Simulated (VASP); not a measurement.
# SbS3 (P4/mmm) in VASP: a series of runs

SbS3 is run at these levels: PBE; tasks: single point, relaxation of cell and atoms.

All numbers are computed with VASP 6.6.1; they aren't measurements. Logs are shortened: lines on timing, memory, paths and dates and some standing lists are left out, and cuts for length are marked.

## (1) The cell of the first run

The structure is tetragonal, space group P4/mmm (No. 123). The conventional cell has a = 3.760 Å, b = 3.760 Å, c = 8.503 Å, α = 90.00°, β = 90.00°, γ = 90.00°. Sb (site symmetry 4/mmm) has 4 S at 2.66 Å within 3.5 Å. S (site symmetry 4mm) has 1 S at 1.91 Å within 2.5 Å. S (site symmetry 4/mmm) has 4 Sb at 2.66 Å and 2 S at 3.29 Å within 3.5 Å.

The cell was generated, and may not be a known phase.

## (2) Single point, PBE

Input file INCAR:

```
SYSTEM = SbS3
PREC     = Accurate       ! precision mode
ENCUT    = 520            ! plane-wave cutoff, eV
EDIFF    = 1E-6           ! SCF threshold, eV
ISMEAR   = 0              ! smearing method
SIGMA    = 0.1            ! smearing width, eV
LREAL    = .FALSE.        ! projectors in reciprocal space
LASPH    = .TRUE.         ! aspherical terms in the spheres
NELM     = 60             ! most SCF steps
ALGO     = Normal         ! electronic algorithm
ISIF     = 2              ! what is computed and relaxed
LWAVE    = .FALSE.        ! write WAVECAR
LCHARG   = .FALSE.        ! write CHGCAR
GGA      = PE             ! functional
NBANDS   = 20             ! bands
```

Input file KPOINTS:

```
Automatic mesh
0
G
  12 12 6
  0 0 0
```

Input file POSCAR:

```
SbS3
1.0
    3.7600435286      0.0000000000      0.0000000000
    0.0000000000      3.7600435286      0.0000000000
    0.0000000000      0.0000000000      8.5025407926
Sb S
1 3
Direct
    0.5000000000      0.5000000000      0.5000000000
    0.0000000000      0.0000000000      0.8874334394
    0.0000000000      0.0000000000      0.1125665606
    0.0000000000      0.0000000000      0.5000000000
```

Potentials or basis: VASP PAW PBE potentials, release 64 (Sb, S).

Started as:

```
$ cat potpaw_PBE.64/Sb/POTCAR potpaw_PBE.64/S/POTCAR > POTCAR
$ mpirun -np 1 vasp_std > vasp.out
```

OUTCAR:

```text
SYSTEM = SbS3
   PREC = Accurate
   ENCUT = 520
   EDIFF = 1E-6
   ISMEAR = 0
   LREAL = .FALSE.
   LASPH = .TRUE.
   NELM = 60
   ISIF = 2
   GGA = PE

 ion  position               nearest neighbor table
   1  0.500  0.500  0.500-   4 2.66   4 2.66   4 2.66   4 2.66
   2  0.000  0.000  0.887-   3 1.91
   3  0.000  0.000  0.113-   2 1.91
   4  0.000  0.000  0.500-   1 2.66   1 2.66   1 2.66   1 2.66

  LATTYP: Found a simple tetragonal cell.
 ALAT       =     3.7600435286
 C/A-ratio  =     2.2612878622

  Lattice vectors:

 A1 = (   3.7600435286,   0.0000000000,   0.0000000000)
 A2 = (   0.0000000000,   3.7600435286,   0.0000000000)
 A3 = (   0.0000000000,   0.0000000000,   8.5025407926)

Analysis of symmetry for initial positions (statically):
=====================================================================
 Subroutine PRICEL returns:
 Original cell was already a primitive cell.

 Routine SETGRP: Setting up the symmetry group for a
 simple tetragonal supercell.

 Subroutine GETGRP returns: Found 16 space group operations
 (whereof 16 operations were pure point group operations)
 out of a pool of 16 trial point group operations.

The static configuration has the point symmetry D_4h.

Analysis of symmetry for dynamics (positions and initial velocities):
=====================================================================
 Subroutine PRICEL returns:
 Original cell was already a primitive cell.

 Routine SETGRP: Setting up the symmetry group for a
 simple tetragonal supercell.

 Subroutine GETGRP returns: Found 16 space group operations
 (whereof 16 operations were pure point group operations)
 out of a pool of 16 trial point group operations.

The dynamic configuration has the point symmetry D_4h.

 Subroutine INISYM returns: Found 16 space group operations
 (whereof 16 operations are pure point group operations),
 and found     1 'primitive' translations

----------------------------------------------------------------------------------------

                                     Primitive cell

  volume of cell :     120.2083

  direct lattice vectors                    reciprocal lattice vectors
     3.760043529  0.000000000  0.000000000     0.265954368  0.000000000  0.000000000
     0.000000000  3.760043529  0.000000000     0.000000000  0.265954368  0.000000000
     0.000000000  0.000000000  8.502540793     0.000000000  0.000000000  0.117611903
[... 81 lines left out ...]
   ICHARG =      2    charge: 1-file 2-atom 10-const
   ISPIN  =      1    spin polarized calculation?
   LNONCOLLINEAR =      F non collinear calculations
   LSORBIT =      F    spin-orbit coupling
   LASPH  =      T    aspherical Exc in radial PAW
   ENCUT  =  520.0 eV  38.22 Ry    6.18 a.u.   6.99  6.99 15.81*2*pi/ulx,y,z
   NELM   =     60;   NELMIN=  2; NELMDL= -5     # of ELM steps
   EDIFF  = 0.1E-05   stopping-criterion for ELM
   LREAL  =      F    real-space projection
   EDIFFG = 0.1E-04   stopping-criterion for IOM
   NSW    =      0    number of steps for IOM
   IBRION =     -1    ionic relax: 0-MD 1-quasi-New 2-CG
   NFREE  =      0    steps in history (QN), initial steepest desc. (CG)
   ISIF   =      2    stress and relaxation
   ISYM   =      2    0-nonsym 1-usesym 2-fastsym
   POTIM  = 0.5000    time-step for ionic-motion
   TEBEG  =    0.0;   TEEND  =   0.0 temperature during run
   PSTRESS=    0.0 pullay stress
   NELECT =      23.0000    total number of electrons
   NUPDOWN=      -1.0000    fix difference up-down
   EMIN   =  10.00;   EMAX   =-10.00  energy-range for DOS
   EFERMI =   0.00;   METHOD = LEGACY
   ISMEAR =     0;   SIGMA  =   0.10  broadening in eV -4-tet -1-fermi 0-gaus
   EFERMI_NEDOS =   21; number of points for ismear=-14 and -15
   IALGO  =     38    algorithm
   IMIX   =      4    mixing-type and parameters
     AMIX     =   0.40;   BMIX     =  1.00
     AMIX_MAG =   1.60;   BMIX_MAG =  1.00
  volume/ion in A,a.u.               =      30.05       202.80
  Fermi-wavevector in a.u.,A,eV,Ry     =   0.943349  1.782672 12.107937  0.889908
  Thomas-Fermi vector in A             =   2.071048
   LORBIT       =      0    0 simple, 1 ext, 2 COOP (PROOUT), +10 PAW based schemes
   GGA     = PE    functional components
   LHFCALC =     F    Hartree Fock is set to
   AEXX    =    0.0000 exact exchange contribution
   IVDW    =     0    specifies the selected vdW correction
   LEPSILON=     F    determine dielectric tensor
   LRPA    =     F    only Hartree local field effects (RPA)
 non-spin polarized calculation
 Gauss-broadening in eV      SIGMA  =   0.10
  energy-cutoff  :      520.00
  volume of cell :      120.21
 maximum number of plane-waves:      3264
 NGX is ok and might be reduce to    28
   NGX = 13   NGY = 13   NGZ = 31

 number of electron      22.9999997 magnetization

 Free energy of the ion-electron system (eV)
  ---------------------------------------------------
  ext. energy  EPLUGINS =         0.00000000
  ---------------------------------------------------
  free energy    TOTEN  =       -15.19705323 eV

  energy without entropy =      -15.17725784  energy(sigma->0) =      -15.18715553

 E-fermi :   2.8669     XC(G=0):  -8.1642

 val. band max:        2.8614286778   @ k =   0.5000   0.2500   0.5000
 cond. band min:       2.8736096005   @ k =   0.5000   0.2500   0.1667
 fundamental gap:      0.0121809227
 Fermi energy:         2.8668557885

 k-point     1 :       0.0000    0.0000    0.0000
  band No.  band energies     occupation
      1     -12.7208      2.00000
      2     -11.8945      2.00000
      3      -7.5437      2.00000
      4      -3.7284      2.00000
      5      -1.9451      2.00000
      6      -1.5195      2.00000
[... 541 lines left out ...]
     19       9.0395      0.00000
     20      10.2044      0.00000

 [... further k-points ...]
[... 5 lines left out ...]
  --------------------------------------------------------------------------------------
  -------------------------------------------------------------------------------------
  Total       -0.0965615     -0.0965615     -0.4249408      0.0000000     -0.0000000     -0.0000000
  in kB       -1.2870040     -1.2870040     -5.6637561      0.0000000     -0.0000000     -0.0000000
  external PRESSURE =      -2.7459214 kB  Pullay stress =       0.0000000 kB

 VOLUME and BASIS-vectors are now :
 -----------------------------------------------------------------------------
  energy-cutoff  :      520.00
  volume of cell :      120.21
      direct lattice vectors                 reciprocal lattice vectors
     3.760043529  0.000000000  0.000000000     0.265954368  0.000000000  0.000000000
     0.000000000  3.760043529  0.000000000     0.000000000  0.265954368  0.000000000
     0.000000000  0.000000000  8.502540793     0.000000000  0.000000000  0.117611903

 POSITION                                       TOTAL-FORCE (eV/Angst)
 -----------------------------------------------------------------------------------
      1.88002      1.88002      4.25127        -0.000000     -0.000000      0.000000
      0.00000      0.00000      7.54544        -0.000000      0.000000      0.227755
      0.00000      0.00000      0.95710         0.000000      0.000000     -0.227755
      0.00000      0.00000      4.25127        -0.000000     -0.000000      0.000000
 -----------------------------------------------------------------------------------
    total drift:                               -0.000000      0.000000      0.000000

  FREE ENERGIE OF THE ION-ELECTRON SYSTEM (eV)
  ---------------------------------------------------
  free  energy   TOTEN  =       -15.1970532269 eV

  energy  without entropy=      -15.1772578430  energy(sigma->0) =      -15.18715553
```

OSZICAR:

```text
N       E                     dE             d eps       ncg     rms          rms(c)
DAV:   1     0.111038591641E+03    0.11104E+03   -0.85215E+03  4480   0.911E+02
DAV:   2    -0.589405080328E+01   -0.11693E+03   -0.11382E+03  6064   0.158E+02
DAV:   3    -0.157521258299E+02   -0.98581E+01   -0.97523E+01  5712   0.513E+01
DAV:   4    -0.158903514354E+02   -0.13823E+00   -0.13807E+00  5712   0.713E+00
DAV:   5    -0.158930068340E+02   -0.26554E-02   -0.26552E-02  5996   0.998E-01    0.151E+01
DAV:   6    -0.153887220467E+02    0.50428E+00   -0.76837E+00  5336   0.551E+00    0.915E+00
DAV:   7    -0.152773420250E+02    0.11138E+00   -0.28755E+00  5232   0.378E+00    0.556E+00
DAV:   8    -0.151981767732E+02    0.79165E-01   -0.49722E-01  5304   0.174E+00    0.769E-01
DAV:   9    -0.151971298447E+02    0.10469E-02   -0.22482E-02  5024   0.620E-01    0.361E-01
DAV:  10    -0.151969897701E+02    0.14007E-03   -0.19780E-03  5660   0.209E-01    0.154E-01
DAV:  11    -0.151970603468E+02   -0.70577E-04   -0.26388E-04  5436   0.851E-02    0.774E-02
DAV:  12    -0.151970455867E+02    0.14760E-04   -0.40711E-05  5252   0.314E-02    0.194E-02
DAV:  13    -0.151970527309E+02   -0.71442E-05   -0.12668E-05  4976   0.190E-02    0.142E-02
DAV:  14    -0.151970532269E+02   -0.49603E-06   -0.46558E-07  3564   0.384E-03
   1 F= -.15197053E+02 E0= -.15187156E+02  d E =-.197954E-01
```

stdout:

```text
POSCAR found type information on POSCAR SbS
 POSCAR found :  2 types and       4 ions
 scaLAPACK will be used
 LDA part: xc-table for (Slater+PW92), standard interpolation
 POSCAR, INCAR and KPOINTS ok, starting setup
 FFT: planning ... GRIDC
 FFT: planning ... GRID_SOFT
 FFT: planning ... GRID
 WAVECAR not read
 entering main loop
```

Run time: 2.3 min. Hardware: 1 thread of AMD EPYC 7R13 (Zen 3), shared host; peak memory 0.33 GiB.

Results:

```
Free energy            : -15.1971 eV
Pressure               : -0.3 GPa
Largest force          : 0.228 eV/Å
Band gap on the k mesh : zero (an odd number of electrons rules out a gap without spin polarisation)
```

Forces on the atoms (eV/Å):
```
Sb   0.000  0.000  0.000
S    0.000  0.000  0.228
S    0.000  0.000 -0.228
S    0.000  0.000  0.000
```

Stress tensor (GPa, compression positive):
```
-0.13  0.00  0.00
 0.00 -0.13  0.00
 0.00  0.00 -0.57
```

Caveat: spin-orbit coupling is left out, which moves the levels of the heavy elements; this functional lacks dispersion, which binds layers or chains, so the pressure and a relaxed spacing across them are unreliable; an odd number of electrons without spin polarisation forces a metal; a magnetic or distorted state may lie lower.

## (3) Relaxation of cell and atoms, PBE

This run uses another cell than the first one, of 30.30 Å³/atom.

Input file INCAR:

```
SYSTEM = SbS3
ALGO = Normal
EDIFF = 1E-6
EDIFFG = -0.01
ENCUT = 600
GGA = PE
IBRION = 2
ISIF = 3
ISMEAR = 0
LASPH = .True.
LCHARG = .False.
LREAL = .False.
LWAVE = .False.
NELM = 60
NSW = 100
PREC = Accurate
SIGMA = 0.1
```

Input file KPOINTS:

```
k-points
0
Gamma
  12 12 6
  0 0 0
```

Input file POSCAR:

```
SbS3
1.0
    3.7834054066      0.0000000000      0.0000000000
    0.0000000000      3.7834054066      0.0000000000
    0.0000000000      0.0000000000      8.4682867323
Sb S
1 3
Direct
    0.5000000000      0.5000000000      0.5000000000
    0.0000000000      0.0000000000      0.8868298116
    0.0000000000      0.0000000000      0.1131701884
    0.0000000000      0.0000000000      0.5000000000
```

Potentials or basis: VASP PAW PBE potentials, release 64 (Sb, S).

Started as:

```
$ cat potpaw_PBE.64/Sb/POTCAR potpaw_PBE.64/S/POTCAR > POTCAR
$ mpirun -np 1 vasp_std > vasp.out
```

Wall time 14 min (1 thread of AMD EPYC 7R13 (Zen 3), shared host); peak memory 0.39 GiB.

The run converged. Its results:

- Free energy: -15.1989 eV
- Relaxed volume: 30.11 Å³/atom
- Relaxed cell: a = 3.757 Å, b = 3.757 Å, c = 8.535 Å, α = 90.00°, β = 90.00°, γ = 90.00°
- Space group after relaxing (to 0.1 Å): P4/mmm (No. 123)
- Energy gained by relaxing: 1.5 meV/atom
- Ionic steps: 12
- Pressure after relaxing: 0.0 GPa
- Largest force after relaxing: 0.004 eV/Å
- Band gap on the k mesh: zero (an odd number of electrons rules out a gap without spin polarisation)

Forces on the atoms (eV/Å):
```
Sb   0.000  0.000  0.000
S    0.000  0.000 -0.004
S    0.000  0.000  0.004
S    0.000  0.000  0.000
```

The path:
| step | energy change (eV) | largest force (eV/Å) | pressure (GPa) | volume (Å³) |
| --- | --- | --- | --- | --- |
| 1 | 0.0000 | 0.2818 | -0.75 | 121.22 |
| 2 | 0.0058 | 0.8050 | 0.78 | 118.74 |
| 3 | -0.0039 | 0.1197 | -0.17 | 120.24 |
| 4 | -0.0055 | 0.0678 | 0.11 | 119.09 |
| 5 | -0.0057 | 0.0190 | 0.04 | 119.39 |
| 6 | -0.0057 | 0.0168 | 0.03 | 119.41 |
| 7 | -0.0058 | 0.0163 | 0.03 | 119.49 |
| 8 | -0.0060 | 0.0164 | 0.01 | 119.74 |
| 9 | -0.0061 | 0.0167 | -0.02 | 120.23 |
| 10 | -0.0062 | 0.0158 | -0.03 | 120.47 |
| 11 | -0.0057 | 0.1593 | 0.17 | 120.32 |
| 12 | -0.0062 | 0.0036 | -0.01 | 120.45 |

Final structure:
```cif
data_structure
_symmetry_space_group_name_H-M 'P 1'
_symmetry_Int_Tables_number 1
_cell_length_a 3.7566
_cell_length_b 3.7566
_cell_length_c 8.5354
_cell_angle_alpha 90.000
_cell_angle_beta 90.000
_cell_angle_gamma 90.000
_cell_volume 120.45
loop_
_atom_site_label
_atom_site_type_symbol
_atom_site_fract_x
_atom_site_fract_y
_atom_site_fract_z
_atom_site_occupancy
Sb1 Sb 0.50000 0.50000 0.50000 1
S1 S 0.00000 0.00000 0.88839 1
S2 S 0.00000 0.00000 0.11161 1
S3 S 0.00000 0.00000 0.50000 1
```

Levels at points of the mesh, in eV from the Fermi level:
```csv
k point,band 9,band 10,band 11,band 12,band 13,band 14,band 15
"(0.00, 0.00, 0.00)",-2.86,-2.86,0.57,0.57,1.49,3.34,4.47
"(0.50, 0.00, 0.00)",-2.62,-1.82,-0.23,-0.01,-0.01,0.30,0.75
"(0.50, 0.50, 0.00)",-4.13,-2.33,-0.75,-0.75,0.12,4.98,4.99
"(0.00, 0.00, 0.50)",-2.87,-2.87,0.61,0.61,1.45,3.15,3.35
"(0.50, 0.00, 0.50)",-2.13,-1.03,-0.97,-0.22,-0.01,0.30,0.78
"(0.50, 0.50, 0.50)",-4.15,-1.81,-0.66,-0.66,0.10,4.34,4.34
```

Caveat: spin-orbit coupling is left out, which moves the levels of the heavy elements; this functional lacks dispersion, which binds layers or chains, so the pressure and a relaxed spacing across them are unreliable; an odd number of electrons without spin polarisation forces a metal; a magnetic or distorted state may lie lower.
